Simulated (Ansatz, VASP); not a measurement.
Ag in VASP and in Ansatz

The input INCAR:

```
SYSTEM = Ag
PREC = Accurate
ENCUT = 520
EDIFF = 1E-7
ISMEAR = 0
SIGMA = 0.1
LREAL = .FALSE.
LASPH = .TRUE.
NELM = 80
ALGO = Fast
ISIF = 2
LWAVE = .FALSE.
LCHARG = .TRUE.
GGA = B5
ALDAX = 1.0
AGGAX = 1.0
AGGAC = 1.0
ALDAC = 0.0
LELF = .TRUE.
LVHAR = .TRUE.
NBANDS = 12
```

The input KPOINTS:

```
regular mesh
0
G
  16 16 16
  0 0 0
```

File POSCAR:

```
Ag
1.0
    0.0000000000      2.0427500000      2.0427500000
    2.0427500000      0.0000000000      2.0427500000
    2.0427500000      2.0427500000      0.0000000000
Ag
1
Direct
    0.0000000000      0.0000000000      0.0000000000
```

input.yaml

```yaml
crystal:
  lattice:
    - [0.0, 2.04275, 2.04275]
    - [2.04275, 0.0, 2.04275]
    - [2.04275, 2.04275, 0.0]
  atoms:
    - { symbol: Ag, position: [0.0, 0.0, 0.0] }
hamiltonian:
  xc: blyp
  pseudopotentials: { kind: paw }
kpoints:
  mp_grid: { grid: [16, 16, 16] }
scf:
  occupations: { method: gaussian, width: 0.1 }
output:
  forces: true
  stress: true
  eigenvalues: true
  write_density: true
  write_potential: true
  elf: true
  volumetric_format: npy
basis:
  xc_grid: 1
```

Alike in both runs: functional BLYP; k mesh 16 × 16 × 16; occupations gaussian, width 0.1 eV; no spin polarisation.

|  | VASP | Ansatz |
| --- | --- | --- |
| version | VASP 6.6.1 | Ansatz 0.2.0 |
| potentials or method | VASP PAW PBE potentials, release 64 (Ag) | Ansatz PAW |
| plane-wave cutoff (eV) | 520 | 420 |
| valence electrons in the cell | 11 | 19 |
| task | single point | electron localisation function |

```tsv
	VASP	Ansatz	Ansatz less VASP
gap on the k mesh at the Fermi level (eV)	none	none	-
pressure (GPa)	12.3	12.2	-0.17
```

VASP's potentials were made for PBE, not for BLYP. A gap of «none» marks a metal or a gap that the smearing closes. VASP's potentials hold 11 valence electrons a cell and Ansatz's 19, so a difference there can come from the potentials and not from the codes.
